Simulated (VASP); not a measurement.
# Cl (Pm-3m) in VASP: single point with LDA

Aim: the single point of Cl with LDA.

All numbers are computed with VASP 6.6.1; they aren't measurements. Logs are shortened: lines on timing, memory, paths and dates and some standing lists are left out, and cuts for length are marked.

## Step 1: The cell of the first run

Symmetry: Pm-3m, No. 221, cubic system. Conventional cell: a = 3.834 Å, b = 3.834 Å, c = 3.834 Å, α = 90.00°, β = 90.00°, γ = 90.00°. Cl (site symmetry m-3m) has 6 Cl at 3.83 Å within 5.0 Å.

## Step 2: Single point, LDA

Contents of INCAR:

```
SYSTEM = Cl
  PREC = Accurate
  ENCUT = 500
  EDIFF = 1E-6
  ISMEAR = -1
  SIGMA = 0.01
  LREAL = .False.
  LASPH = .True.
  NELM = 120
  ALGO = Normal
  ISIF = 2
  LWAVE = .False.
  LCHARG = .True.
  GGA = CA
  LELF = .True.
  LVHAR = .True.
  NBANDS = 10
  GGA_COMPAT = .False.
```

Contents of KPOINTS:

```
regular mesh
0
Gamma
  5 5 5
  0 0 0
```

Contents of POSCAR:

```
Cl
1.0
    3.8340000000      0.0000000000      0.0000000000
    0.0000000000      3.8340000000      0.0000000000
    0.0000000000      0.0000000000      3.8340000000
Cl
1
Direct
    0.5000000000      0.5000000000      0.5000000000
```

Potentials or basis: VASP PAW LDA potentials, release 64 (Cl).

Command:

```console
$ cat potpaw_LDA.64/Cl/POTCAR > POTCAR
$ mpirun -np 1 vasp_std > vasp.out
```

OUTCAR:

```text
SYSTEM = Cl
   PREC = Accurate
   ENCUT = 500
   EDIFF = 1E-6
   ISMEAR = -1
   LREAL = .False.
   LASPH = .True.
   NELM = 120
   ISIF = 2
   GGA = CA

 ion  position               nearest neighbor table
   1  0.500  0.500  0.500-

  LATTYP: Found a simple cubic cell.
 ALAT       =     3.8340000000

  Lattice vectors:

 A1 = (   3.8340000000,   0.0000000000,   0.0000000000)
 A2 = (   0.0000000000,   3.8340000000,   0.0000000000)
 A3 = (   0.0000000000,   0.0000000000,   3.8340000000)

Analysis of symmetry for initial positions (statically):
=====================================================================
 Subroutine PRICEL returns:
 Original cell was already a primitive cell.

 Routine SETGRP: Setting up the symmetry group for a
 simple cubic supercell.

 Subroutine GETGRP returns: Found 48 space group operations
 (whereof 48 operations were pure point group operations)
 out of a pool of 48 trial point group operations.

The static configuration has the point symmetry O_h .

Analysis of symmetry for dynamics (positions and initial velocities):
=====================================================================
 Subroutine PRICEL returns:
 Original cell was already a primitive cell.

 Routine SETGRP: Setting up the symmetry group for a
 simple cubic supercell.

 Subroutine GETGRP returns: Found 48 space group operations
 (whereof 48 operations were pure point group operations)
 out of a pool of 48 trial point group operations.

The dynamic configuration has the point symmetry O_h .

 Subroutine INISYM returns: Found 48 space group operations
 (whereof 48 operations are pure point group operations),
 and found     1 'primitive' translations

----------------------------------------------------------------------------------------

                                     Primitive cell

  volume of cell :      56.3581

  direct lattice vectors                    reciprocal lattice vectors
     3.834000000  0.000000000  0.000000000     0.260824204  0.000000000  0.000000000
     0.000000000  3.834000000  0.000000000     0.000000000  0.260824204  0.000000000
     0.000000000  0.000000000  3.834000000     0.000000000  0.000000000  0.260824204

  length of vectors
     3.834000000  3.834000000  3.834000000     0.260824204  0.260824204  0.260824204

  position of ions in fractional coordinates (direct lattice)
     0.500000000  0.500000000  0.500000000

  ion indices of the primitive-cell ions
   primitive index   ion index
                 1           1

----------------------------------------------------------------------------------------

 KPOINTS: regular mesh

Automatic generation of k-mesh.
 Grid dimensions read from file:
 generate k-points for:    5    5    5

 Generating k-lattice:

  Cartesian coordinates                     Fractional coordinates (reciprocal lattice)
     0.052164841  0.000000000  0.000000000     0.200000000  0.000000000  0.000000000
     0.000000000  0.052164841  0.000000000     0.000000000  0.200000000  0.000000000
     0.000000000  0.000000000  0.052164841     0.000000000  0.000000000  0.200000000

  Length of vectors
     0.052164841  0.052164841  0.052164841

  Shift w.r.t. Gamma in fractional coordinates (k-lattice)
     0.000000000  0.000000000  0.000000000

 Subroutine IBZKPT returns following result:
 ===========================================

 Found     10 irreducible k-points:

 Following reciprocal coordinates:
            Coordinates               Weight
  0.000000  0.000000  0.000000      1.000000
  0.200000  0.000000  0.000000      6.000000
  0.400000  0.000000  0.000000      6.000000
  0.200000  0.200000  0.000000     12.000000
  0.400000  0.200000  0.000000     24.000000
  0.400000  0.400000  0.000000     12.000000
  0.200000  0.200000  0.200000      8.000000
  0.400000  0.200000  0.200000     24.000000
  0.400000  0.400000  0.200000     24.000000
  0.400000  0.400000  0.400000      8.000000
   k-points           NKPTS =     10   k-points in BZ     NKDIM =     10   number of bands    NBANDS=     10
   number of dos      NEDOS =    301   number of ions     NIONS =      1
   total plane-waves  NPLWV =  21952
   dimension x,y,z NGX =    28 NGY =   28 NGZ =   28
   dimension x,y,z NGXF=    56 NGYF=   56 NGZF=   56
   ions per type =               1
   NGX,Y,Z   is equivalent  to a cutoff of  12.14, 12.14, 12.14 a.u.
   NGXF,Y,Z  is equivalent  to a cutoff of  24.28, 24.28, 24.28 a.u.
 SYSTEM =  Cl
   PREC   = accura    normal or accurate (medium, high low for compatibility)
   ISTART =      0    job   : 0-new  1-cont  2-samecut
   ICHARG =      2    charge: 1-file 2-atom 10-const
   ISPIN  =      1    spin polarized calculation?
   LNONCOLLINEAR =      F non collinear calculations
   LSORBIT =      F    spin-orbit coupling
   LASPH  =      T    aspherical Exc in radial PAW
   ENCUT  =  500.0 eV  36.75 Ry    6.06 a.u.   6.99  6.99  6.99*2*pi/ulx,y,z
   NELM   =    120;   NELMIN=  2; NELMDL= -5     # of ELM steps
   EDIFF  = 0.1E-05   stopping-criterion for ELM
   LREAL  =      F    real-space projection
   EDIFFG = 0.1E-04   stopping-criterion for IOM
   NSW    =      0    number of steps for IOM
   IBRION =     -1    ionic relax: 0-MD 1-quasi-New 2-CG
   NFREE  =      0    steps in history (QN), initial steepest desc. (CG)
   ISIF   =      2    stress and relaxation
   ISYM   =      2    0-nonsym 1-usesym 2-fastsym
   POTIM  = 0.5000    time-step for ionic-motion
   TEBEG  =    0.0;   TEEND  =   0.0 temperature during run
   PSTRESS=    0.0 pullay stress
   NELECT =       7.0000    total number of electrons
   NUPDOWN=      -1.0000    fix difference up-down
   EMIN   =  10.00;   EMAX   =-10.00  energy-range for DOS
   EFERMI =   0.00;   METHOD = LEGACY
   ISMEAR =    -1;   SIGMA  =   0.01  broadening in eV -4-tet -1-fermi 0-gaus
   EFERMI_NEDOS =   21; number of points for ismear=-14 and -15
   IALGO  =     38    algorithm
   IMIX   =      4    mixing-type and parameters
     AMIX     =   0.40;   BMIX     =  1.00
     AMIX_MAG =   1.60;   BMIX_MAG =  1.00
  volume/ion in A,a.u.               =      56.36       380.32
  Fermi-wavevector in a.u.,A,eV,Ry     =   0.816812  1.543551  9.077558  0.667182
  Thomas-Fermi vector in A             =   1.927147
   LORBIT       =      0    0 simple, 1 ext, 2 COOP (PROOUT), +10 PAW based schemes
   GGA     = CA    functional components
   LHFCALC =     F    Hartree Fock is set to
   AEXX    =    0.0000 exact exchange contribution
   IVDW    =     0    specifies the selected vdW correction
   LEPSILON=     F    determine dielectric tensor
   LRPA    =     F    only Hartree local field effects (RPA)
 non-spin polarized calculation
  energy-cutoff  :      500.00
  volume of cell :       56.36
 maximum number of plane-waves:      1438
 NGX is ok and might be reduce to    28
   NGX = 13   NGY = 13   NGZ = 13

 number of electron       7.0000002 magnetization

 Free energy of the ion-electron system (eV)
  ---------------------------------------------------
  ext. energy  EPLUGINS =         0.00000000
  ---------------------------------------------------
  free energy    TOTEN  =        -0.58825779 eV

  energy without entropy =       -0.58644647  energy(sigma->0) =       -0.58735213

 E-fermi :  -5.1317     XC(G=0):  -5.9133

 val. band max:       -5.1405741832   @ k =   0.2000   0.0000   0.0000
 cond. band min:      -5.1069047672   @ k =   0.2000   0.2000   0.0000
 fundamental gap:      0.0336694160
 Fermi energy:        -5.1316696585

 k-point     1 :       0.0000    0.0000    0.0000
  band No.  band energies     occupation
      1     -17.7147      2.00000
      2      -5.1753      1.97487
      3      -5.1753      1.97487
      4      -5.1753      1.97487
      5       1.5071      0.00000
      6       6.0993      0.00000
      7       6.0993      0.00000
      8      11.6995      0.00000
      9      11.7014      0.00000
     10      11.7098      0.00000

 k-point     2 :       0.2000    0.0000    0.0000
  band No.  band energies     occupation
      1     -17.6772      2.00000
      2      -5.5772      2.00000
      3      -5.1406      1.41797
      4      -5.1406      1.41797
      5       2.1258      0.00000
      6       6.2817      0.00000
      7       6.3550      0.00000
      8       9.9825      0.00000
      9       9.9825      0.00000
     10      10.8647      0.00000

 k-point     3 :       0.4000    0.0000    0.0000
  band No.  band energies     occupation
      1     -17.6149      2.00000
      2      -6.1364      2.00000
      3      -5.0830      0.01531
      4      -5.0830      0.01531
      5       3.4945      0.00000
      6       5.3365      0.00000
      7       6.8892      0.00000
      8       8.8743      0.00000
      9       8.8743      0.00000
     10      12.0374      0.00000

 k-point     4 :       0.2000    0.2000    0.0000
  band No.  band energies     occupation
      1     -17.6405      2.00000
      2      -5.5633      2.00000
      3      -5.4877      2.00000
      4      -5.1069      0.15505
      5       2.6857      0.00000
      6       6.3701      0.00000
      7       6.7056      0.00000
      8       8.5420      0.00000
      9       9.8921      0.00000
     10      10.7300      0.00000

 k-point     5 :       0.4000    0.2000    0.0000
  band No.  band energies     occupation
      1     -17.5796      2.00000
      2      -6.0678      2.00000
      3      -5.4392      2.00000
      4      -5.0513      0.00065
      5       3.8881      0.00000
      6       5.3636      0.00000
      7       7.2448      0.00000
      8       8.1251      0.00000
      9       9.0961      0.00000
     10      10.7463      0.00000

 k-point     6 :       0.4000    0.4000    0.0000
  band No.  band energies     occupation
      1     -17.5212      2.00000
      2      -5.9620      2.00000
      3      -5.9376      2.00000
      4      -4.9991      0.00000
      5       3.9492      0.00000
      6       5.8862      0.00000
      7       7.4446      0.00000
      8       7.9306      0.00000
      9       9.4881      0.00000
     10       9.6716      0.00000

 k-point     7 :       0.2000    0.2000    0.2000
  band No.  band energies     occupation
      1     -17.6045      2.00000
      2      -5.5438      2.00000
      3      -5.4430      2.00000
      4      -5.4430      2.00000
      5       3.1712      0.00000
      6       6.8085      0.00000
      7       6.8085      0.00000
      8       8.2359      0.00000
      9       9.1228      0.00000
     10       9.1228      0.00000

 k-point     8 :       0.4000    0.2000    0.2000
  band No.  band energies     occupation
      1     -17.5450      2.00000
      2      -6.0029      2.00000
      3      -5.4216      2.00000
      4      -5.3687      2.00000
      5       4.1432      0.00000
      6       5.7890      0.00000
      7       6.8948      0.00000
      8       8.0783      0.00000
      9       9.0652      0.00000
     10       9.6277      0.00000

 k-point     9 :       0.4000    0.4000    0.2000
  band No.  band energies     occupation
      1     -17.4878      2.00000
      2      -5.9032      2.00000
      3      -5.8803      2.00000
      4      -5.3220      2.00000
      5       4.2422      0.00000
      6       6.1545      0.00000
      7       6.5665      0.00000
      8       7.8681      0.00000
      9       9.6681      0.00000
     10       9.9469      0.00000

 k-point    10 :       0.4000    0.4000    0.4000
  band No.  band energies     occupation
      1     -17.4327      2.00000
      2      -5.8112      2.00000
      3      -5.7841      2.00000
      4      -5.7841      2.00000
      5       4.8287      0.00000
      6       5.5814      0.00000
      7       5.5814      0.00000
      8       8.9720      0.00000
      9       9.9643      0.00000
     10      10.2237      0.00000

------------------------ aborting loop because EDIFF is reached ----------------------------------------

  FORCE on cell =-STRESS in cart. coord.  units (eV):
  Direction    XX          YY          ZZ          XY          YZ          ZX
  --------------------------------------------------------------------------------------
  -------------------------------------------------------------------------------------
  Total       -1.1390391     -1.1390391     -1.1390391     -0.0000000      0.0000000      0.0000000
  in kB      -32.3811953    -32.3811953    -32.3811953     -0.0000000      0.0000000      0.0000000
  external PRESSURE =     -32.3811953 kB  Pullay stress =       0.0000000 kB

 VOLUME and BASIS-vectors are now :
 -----------------------------------------------------------------------------
  energy-cutoff  :      500.00
  volume of cell :       56.36
      direct lattice vectors                 reciprocal lattice vectors
     3.834000000  0.000000000  0.000000000     0.260824204  0.000000000  0.000000000
     0.000000000  3.834000000  0.000000000     0.000000000  0.260824204  0.000000000
     0.000000000  0.000000000  3.834000000     0.000000000  0.000000000  0.260824204

 POSITION                                       TOTAL-FORCE (eV/Angst)
 -----------------------------------------------------------------------------------
      1.91700      1.91700      1.91700         0.000000      0.000000      0.000000
 -----------------------------------------------------------------------------------
    total drift:                                0.000000      0.000000      0.000000

  FREE ENERGIE OF THE ION-ELECTRON SYSTEM (eV)
  ---------------------------------------------------
  free  energy   TOTEN  =        -0.5882577938 eV

  energy  without entropy=       -0.5864464716  energy(sigma->0) =       -0.58735213
```

Wall time 3.4 s (1 thread of AMD EPYC 7R43 (Zen 3), shared host); peak memory 0.1 GiB.

What came out:

* Free energy: -0.5883 eV
* Pressure: -3.2 GPa
* Band gap on the k mesh: zero (an odd number of electrons rules out a gap without spin polarisation)

Levels at points of the mesh, in eV from the Fermi level:
| k point | band 1 | band 2 | band 3 | band 4 | band 5 | band 6 | band 7 | band 8 |
| --- | --- | --- | --- | --- | --- | --- | --- | --- |
| (0.00, 0.00, 0.00) | -12.58 | -0.04 | -0.04 | -0.04 | 6.64 | 11.23 | 11.23 | 16.83 |

Caveat: the cell stands under tension; an odd number of electrons without spin polarisation forces a metal; a magnetic or distorted state may lie lower.
